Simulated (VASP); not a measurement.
# GdN (Fm-3m) in VASP: a series of runs

Runs on GdN. Level: PBE+U. Tasks: single point.

All numbers are computed with VASP 6.6.1; they aren't measurements. Logs are shortened: lines on timing, memory, paths and dates and some standing lists are left out, and cuts for length are marked.

**1. The cell of the first run**

It takes space group Fm-3m (No. 225, cubic). The conventional cell has a = 4.999 Å, b = 4.999 Å, c = 4.999 Å, α = 90.00°, β = 90.00°, γ = 90.00°. Within 3.3 Å of Gd (site symmetry m-3m) lie 6 N at 2.50 Å. Within 3.3 Å of N (site symmetry m-3m) lie 6 Gd at 2.50 Å.

**2. Single point, PBE+U, non-collinear spin, typed start, spin-orbit coupling**

The input, INCAR:

```
PREC     = Accurate       # precision mode
ENCUT    = 520            # plane-wave cutoff, eV
EDIFF    = 1E-6           # SCF threshold, eV
ISMEAR   = 0              # smearing method
SIGMA    = 0.05           # smearing width, eV
LREAL    = F              # projectors in reciprocal space
LASPH    = T              # aspherical terms in the spheres
NELM     = 150            # most SCF steps
ALGO     = Normal         # electronic algorithm
ISIF     = 2              # what is computed and relaxed
LWAVE    = F              # write WAVECAR
LCHARG   = F              # write CHGCAR
MAGMOM   = 0 0 7.63 0 0 0 # initial moments
LORBIT   = 11             # projections on sites
LSORBIT  = T              # spin-orbit coupling
GGA_COMPAT= F            
LORBMOM  = T            
LMAXMIX  = 6              # l up to which the mixer works
LDAU     = T              # DFT+U
LDAUTYPE = 2            
LDAUL    = 3 -1           # shell
LDAUU    = 6 0            # U, eV
LDAUJ    = 0 0          
LDAUPRINT= 1            
GGA      = PE             # functional
NBANDS   = 35             # bands
```

The input, KPOINTS:

```
Automatic mesh
0
Gamma
  10 10 10
```

The input, POSCAR:

```
GdN
1.0
    0.0000000000      2.4994985661      2.4994985661
    2.4994985661      0.0000000000      2.4994985661
    2.4994985661      2.4994985661      0.0000000000
Gd N
1 1
Direct
    0.5000000000      0.5000000000      0.5000000000
    0.0000000000      0.0000000000      0.0000000000
```

Potentials or basis: VASP PAW PBE potentials, release 64 (Gd, N).

Started as:

```
$ cat potpaw_PBE.64/Gd/POTCAR potpaw_PBE.64/N/POTCAR > POTCAR
$ mpirun -np 1 vasp_ncl > vasp.out
```

OUTCAR:

```text
PREC = Accurate
   ENCUT = 520
   EDIFF = 1E-6
   ISMEAR = 0
   LREAL = F
   LASPH = T
   NELM = 150
   ISIF = 2
   LORBIT = 11
   LSORBIT = T
   GGA = PE

 ion  position               nearest neighbor table
   1  0.500  0.500  0.500-   2 2.50   2 2.50   2 2.50   2 2.50   2 2.50   2 2.50
   2  0.000  0.000  0.000-   1 2.50   1 2.50   1 2.50   1 2.50   1 2.50   1 2.50

  LATTYP: Found a face centered cubic cell.
 ALAT       =     4.9989971322

  Lattice vectors:

 A1 = (   0.0000000000,   2.4994985661,   2.4994985661)
 A2 = (   2.4994985661,   0.0000000000,   2.4994985661)
 A3 = (   2.4994985661,   2.4994985661,   0.0000000000)

Analysis of symmetry for initial positions (statically):
=====================================================================
 Subroutine PRICEL returns:
 Original cell was already a primitive cell.

 Routine SETGRP: Setting up the symmetry group for a
 face centered cubic supercell.

 Subroutine GETGRP returns: Found 48 space group operations
 (whereof 48 operations were pure point group operations)
 out of a pool of 48 trial point group operations.

The static configuration has the point symmetry O_h .

Analysis of symmetry for dynamics (positions and initial velocities):
=====================================================================
 Subroutine PRICEL returns:
 Original cell was already a primitive cell.

 Routine SETGRP: Setting up the symmetry group for a
 face centered cubic supercell.

 Subroutine GETGRP returns: Found 48 space group operations
 (whereof 48 operations were pure point group operations)
 out of a pool of 48 trial point group operations.

The dynamic configuration has the point symmetry O_h .

Analysis of structural, dynamic, and magnetic symmetry:
=====================================================================
 Subroutine PRICEL returns:
 Original cell was already a primitive cell.

 Routine SETGRP: Setting up the symmetry group for a
 face centered cubic supercell.

 Subroutine GETGRP returns: Found  8 space group operations
 (whereof  8 operations were pure point group operations)
 out of a pool of 48 trial point group operations.

The overall configuration has the point symmetry C_4h.

 Subroutine INISYM returns: Found  8 space group operations
 (whereof  8 operations are pure point group operations),
 and found     1 'primitive' translations

----------------------------------------------------------------------------------------

                                     Primitive cell

  volume of cell :      31.2312

  direct lattice vectors                    reciprocal lattice vectors
     0.000000000  2.499498566  2.499498566    -0.200040123  0.200040123  0.200040123
     2.499498566  0.000000000  2.499498566     0.200040123 -0.200040123  0.200040123
     2.499498566  2.499498566  0.000000000     0.200040123  0.200040123 -0.200040123

  length of vectors
     3.534824771  3.534824771  3.534824771     0.346479656  0.346479656  0.346479656

  position of ions in fractional coordinates (direct lattice)
     0.500000000  0.500000000  0.500000000
     0.000000000  0.000000000  0.000000000

  ion indices of the primitive-cell ions
   primitive index   ion index
                 1           1
                 2           2

----------------------------------------------------------------------------------------

 KPOINTS: Automatic mesh

Automatic generation of k-mesh.
 Grid dimensions read from file:
 generate k-points for:   10   10   10
[... 164 lines left out ...]
  o =  0.9903  v = -0.5307 -0.0000  0.4663  0.0000  0.0000 -0.0000  0.0000 -0.0000  0.0000  0.0000 -0.0000  0.0000  0.0000 -0.0000      0.0000  0.0000 -0.0000 -0.0000  0.4663 -0.0000  0.5307 -0.0000  0.0000 -0.0000 -0.0436  0.0000 -0.0000  0.0000
  o =  0.9905  v = -0.3509  0.0000  0.6123 -0.0000 -0.0000  0.0000 -0.0000 -0.0000  0.0562 -0.0000  0.0000 -0.0000 -0.0000  0.0000      0.0000 -0.0000 -0.0000  0.0000 -0.6123  0.0000 -0.3509  0.0000 -0.0000  0.0000  0.0000 -0.0000 -0.0259  0.0000
  o =  0.9906  v =  0.0000  0.1680 -0.0000  0.0000 -0.0000  0.7641 -0.0000 -0.0111 -0.0000 -0.0216  0.0000 -0.0285 -0.0000  0.0147      0.0000 -0.2216 -0.0000  0.0000  0.0000  0.5793  0.0000  0.0147 -0.0000  0.0285 -0.0000 -0.0216  0.0000  0.0111
  o =  0.9924  v =  0.4673 -0.0000  0.5295  0.0000  0.0000 -0.0000 -0.0000 -0.0000  0.0000  0.0000 -0.0000  0.0000 -0.0000 -0.0000      0.0000  0.0000 -0.0000 -0.0000  0.5295 -0.0000 -0.4673 -0.0000 -0.0000  0.0000 -0.0496 -0.0000  0.0000  0.0000
  o =  0.9927  v = -0.0000  0.0000 -0.0000  0.3991 -0.0000 -0.0000 -0.0000 -0.0001  0.0000  0.0451  0.0000  0.0197  0.0000  0.0000      0.0000  0.0000 -0.0000 -0.9143 -0.0000  0.0000  0.0000 -0.0000 -0.0000  0.0197  0.0000 -0.0451  0.0000 -0.0001
  o =  0.9930  v = -0.6131  0.0000 -0.3504 -0.0000  0.0000 -0.0000 -0.0000  0.0000  0.0029 -0.0000  0.0000 -0.0000  0.0000 -0.0000      0.0000  0.0000  0.0000  0.0000  0.3504 -0.0000 -0.6131 -0.0000  0.0000 -0.0000  0.0000  0.0000  0.0500  0.0000

 number of electron      23.0000005 magnetization      -0.0000000     -0.0000000      6.9571173

 Free energy of the ion-electron system (eV)
  ---------------------------------------------------
  ext. energy  EPLUGINS =         0.00000000
  ---------------------------------------------------
  free energy    TOTEN  =       -23.42357578 eV

  energy without entropy =      -23.42341881  energy(sigma->0) =      -23.42349729

 E-fermi :   3.7137     XC(G=0): -11.5407

 val. band max:        3.7131125475   @ k =   0.0000   0.1000   0.1000
 cond. band min:       3.7144545009   @ k =   0.0000   0.1000   0.1000
 fundamental gap:      0.0013419534
 Fermi energy:         3.7136536063

 k-point     1 :       0.0000    0.0000    0.0000
  band No.  band energies     occupation
      1     -39.9649      1.00000
      2     -36.8617      1.00000
      3     -19.2765      1.00000
      4     -18.5545      1.00000
      5     -15.6306      1.00000
      6     -14.5862      1.00000
[... 901 lines left out ...]
     34       9.5530      0.00000
     35       9.7356      0.00000

 [... further k-points ...]
[... 5 lines left out ...]
  --------------------------------------------------------------------------------------
  -------------------------------------------------------------------------------------
  Total        0.1083011      0.1083011      0.1066281      0.0000001     -0.0000000      0.0000000
  in kB        5.5559046      5.5559046      5.4700769      0.0000073     -0.0000000      0.0000000
  external PRESSURE =       5.5272953 kB  Pullay stress =       0.0000000 kB

 VOLUME and BASIS-vectors are now :
 -----------------------------------------------------------------------------
  energy-cutoff  :      520.00
  volume of cell :       31.23
      direct lattice vectors                 reciprocal lattice vectors
     0.000000000  2.499498566  2.499498566    -0.200040123  0.200040123  0.200040123
     2.499498566  0.000000000  2.499498566     0.200040123 -0.200040123  0.200040123
     2.499498566  2.499498566  0.000000000     0.200040123  0.200040123 -0.200040123

 POSITION                                       TOTAL-FORCE (eV/Angst)
 -----------------------------------------------------------------------------------
      2.49950      2.49950      2.49950         0.000000      0.000000      0.000000
      0.00000      0.00000      0.00000         0.000000      0.000000      0.000000
 -----------------------------------------------------------------------------------
    total drift:                                0.000000      0.000000      0.000000

  FREE ENERGIE OF THE ION-ELECTRON SYSTEM (eV)
  ---------------------------------------------------
  free  energy   TOTEN  =       -23.4235757768 eV

  energy  without entropy=      -23.4234188120  energy(sigma->0) =      -23.42349729

 orbital moment (x)

 # of ion     p       d       f       tot
 ------------------------------------------------
  1         0.000   0.000  -0.000  -0.000
  2         0.000   0.000   0.000   0.000
 ------------------------------------------------
            0.000   0.000  -0.000  -0.000

 orbital moment (y)

 # of ion     p       d       f       tot
 ------------------------------------------------
  1        -0.000  -0.000   0.000  -0.000
  2         0.000   0.000   0.000   0.000
 ------------------------------------------------
           -0.000  -0.000   0.000  -0.000

 orbital moment (z)

 # of ion     p       d       f       tot
 ------------------------------------------------
  1        -0.011  -0.005   0.019   0.003
  2        -0.001   0.000   0.000  -0.001
 ------------------------------------------------
           -0.012  -0.005   0.019   0.002

 Spin-Orbit-Coupling matrix elements

 Ion:    1  E_soc:     -1.2192691
 l=   1
     0.0000000    -0.1599580    -0.1599007
    -0.1599580     0.0000000    -0.1599580
    -0.1599007    -0.1599580     0.0000000
 l=   2
     0.0000000    -0.0002543     0.0000000    -0.0002543    -0.0013035
    -0.0002543     0.0000000    -0.0009993    -0.0002693    -0.0003321
     0.0000000    -0.0009993     0.0000000    -0.0009993     0.0000000
    -0.0002543    -0.0002693    -0.0009993     0.0000000    -0.0003321
    -0.0013035    -0.0003321     0.0000000    -0.0003321     0.0000000
 l=   3
     0.0000000    -0.0065681     0.0000000     0.0000000     0.0000000    -0.0065695    -0.0019923
    -0.0065681     0.0000000    -0.0108973     0.0000000    -0.0108973    -0.0010234    -0.0065681
     0.0000000    -0.0108973     0.0000000    -0.0259623    -0.0002912    -0.0108861     0.0000000
     0.0000000     0.0000000    -0.0259623     0.0000000    -0.0259623     0.0000000     0.0000000
     0.0000000    -0.0108973    -0.0002912    -0.0259623     0.0000000    -0.0108861     0.0000000
    -0.0065695    -0.0010234    -0.0108861     0.0000000    -0.0108861     0.0000000    -0.0065695
    -0.0019923    -0.0065681     0.0000000     0.0000000     0.0000000    -0.0065695     0.0000000

 Ion:    2  E_soc:     -0.0003858
 l=   1
     0.0000000    -0.0000635    -0.0000660
    -0.0000635     0.0000000    -0.0000635
    -0.0000660    -0.0000635     0.0000000
 l=   2
     0.0000000     0.0000000     0.0000000     0.0000000     0.0000000
     0.0000000     0.0000000     0.0000000     0.0000000     0.0000000
     0.0000000     0.0000000     0.0000000     0.0000000     0.0000000
     0.0000000     0.0000000     0.0000000     0.0000000     0.0000000
     0.0000000     0.0000000     0.0000000     0.0000000     0.0000000
 l=   3
     0.0000000     0.0000000     0.0000000     0.0000000     0.0000000     0.0000000     0.0000000
     0.0000000     0.0000000     0.0000000     0.0000000     0.0000000     0.0000000     0.0000000
     0.0000000     0.0000000     0.0000000     0.0000000     0.0000000     0.0000000     0.0000000
     0.0000000     0.0000000     0.0000000     0.0000000     0.0000000     0.0000000     0.0000000
     0.0000000     0.0000000     0.0000000     0.0000000     0.0000000     0.0000000     0.0000000
     0.0000000     0.0000000     0.0000000     0.0000000     0.0000000     0.0000000     0.0000000
     0.0000000     0.0000000     0.0000000     0.0000000     0.0000000     0.0000000     0.0000000

 total charge

# of ion       s       p       d       f       tot
--------------------------------------------------
    1        2.034   5.689   0.540   6.972  15.235
    2        1.249   2.385   0.000   0.000   3.633
--------------------------------------------------
tot          3.283   8.073   0.540   6.972  18.868

 magnetization (x)

# of ion       s       p       d       f       tot
--------------------------------------------------
    1        0.000   0.000   0.000   0.000   0.000
    2        0.000   0.000   0.000   0.000   0.000
--------------------------------------------------
tot          0.000   0.000   0.000   0.000   0.000

 magnetization (y)

# of ion       s       p       d       f       tot
--------------------------------------------------
    1        0.000   0.000   0.000   0.000   0.000
    2        0.000   0.000   0.000   0.000   0.000
--------------------------------------------------
tot          0.000   0.000   0.000   0.000   0.000

 magnetization (z)

# of ion       s       p       d       f       tot
--------------------------------------------------
    1       -0.006  -0.082   0.071   6.850   6.833
    2       -0.009  -0.106   0.000   0.000  -0.115
--------------------------------------------------
tot         -0.015  -0.188   0.071   6.850   6.719
```

Wall time 24 min (1 thread of AMD EPYC 7R13, shared host); peak memory 0.41 GiB.

What came out:

```yaml
Free_energy: -23.4236 eV
Pressure: 0.6 GPa
Net_moment: 6.96 μB per cell
Valence_electrons_inside_the_program's_atomic_spheres: Gd 15.23; N 3.63
```

Moments on the atoms (μB; x, y, z):
```
Gd   0.00  0.00  6.83
N    0.00  0.00 -0.12
```

Caveat: a cell with one magnetic atom can't hold antiferromagnetic order, which such compounds often take.

**3. Single point, PBE+U, collinear spin, antiferromagnetic start**

This run uses another cell than the first one: it holds 4 atoms, not 2.

The input, INCAR:

```
SYSTEM = GdN
  PREC = Accurate
  ENCUT = 520
  EDIFF = 1E-6
  ISMEAR = 0
  SIGMA = 0.05
  LREAL = .False.
  LASPH = .True.
  NELM = 150
  ALGO = Normal
  ISIF = 2
  LWAVE = .False.
  LCHARG = .True.
  ISPIN = 2
  MAGMOM = 7 -7 0 0
  LORBIT = 11
  LMAXMIX = 6
  LDAU = .True.
  LDAUTYPE = 2
  LDAUL = 3 -1
  LDAUU = 6 0
  LDAUJ = 0 0
  LDAUPRINT = 1
  GGA = PE
  LELF = .True.
  LVHAR = .True.
  NBANDS = 35
```

The input, KPOINTS:

```
regular mesh
0
Gamma
  10 10 5
  0 0 0
```

The input, POSCAR:

```
GdN
1.0
    0.0000000000      2.4994985661      2.4994985661
    2.4994985661      0.0000000000      2.4994985661
    4.9989971322      4.9989971322      0.0000000000
Gd N
2 2
Direct
    0.5000000000      0.5000000000      0.2500000000
    0.5000000000      0.5000000000      0.7500000000
    0.0000000000      0.0000000000      0.0000000000
    0.0000000000      0.0000000000      0.5000000000
```

Potentials or basis: VASP PAW PBE potentials, release 64 (Gd, N).

Started as:

```
$ cat potpaw_PBE.64/Gd/POTCAR potpaw_PBE.64/N/POTCAR > POTCAR
$ mpirun -np 1 vasp_std > vasp.out
```

It took 29 min on 1 thread of AMD EPYC 7R13, shared host; peak memory 0.35 GiB.

It converged, with:

- Free energy: -45.6116 eV
- Pressure: 0.7 GPa
- Band gap on the k mesh: 0.08 eV
- Net moment: 0.00 μB per cell
- Site moments: Gd +6.86, -6.86; N +0.00 μB
- Valence electrons inside the program's atomic spheres: Gd 15.21; N 3.63

Stress tensor (GPa, compression positive):
```
 0.74  0.09 -0.09
 0.09  0.74 -0.09
-0.09 -0.09  0.74
```

Levels at points of the mesh, in eV from the valence-band top:
Spin up:
```csv
k point,band 19,band 20,band 21,band 22,band 23,band 24,band 25,band 26,band 27,band 28
"(0.00, 0.00, 0.00)",-2.25,-2.25,-0.01,0.00,0.00,3.05,3.05,3.06,3.64,4.69
"(0.50, 0.00, 0.00)",-2.24,-2.24,-1.05,-0.24,-0.23,0.08,4.81,5.00,5.13,5.15
```
Spin down:
```
           k point  band 21  band 22  band 23  band 24  band 25  band 26
(0.00, 0.00, 0.00)    -0.01     0.00     0.00     3.05     3.05     3.06
(0.50, 0.00, 0.00)    -1.05    -0.24    -0.23     0.08     4.81     5.00
```

Eigenvalues of the final occupation matrices:
```tsv
site	spin	trace	eigenvalues
site 1 f	1	6.94	0.99 0.99 0.99 0.99 0.99 0.99 0.99
site 1 f	2	0.04	0.00 0.00 0.00 0.00 0.01 0.01 0.01
site 2 f	1	0.04	0.00 0.00 0.00 0.00 0.01 0.01 0.01
site 2 f	2	6.94	0.99 0.99 0.99 0.99 0.99 0.99 0.99
```

Caveat: the antiferromagnetic order is the one typed at the start, and another may lie lower; semilocal functionals underestimate gaps, and a narrow one can read as zero; spin-orbit coupling is left out, which moves the levels of the heavy elements. A k mesh can miss the band edges.
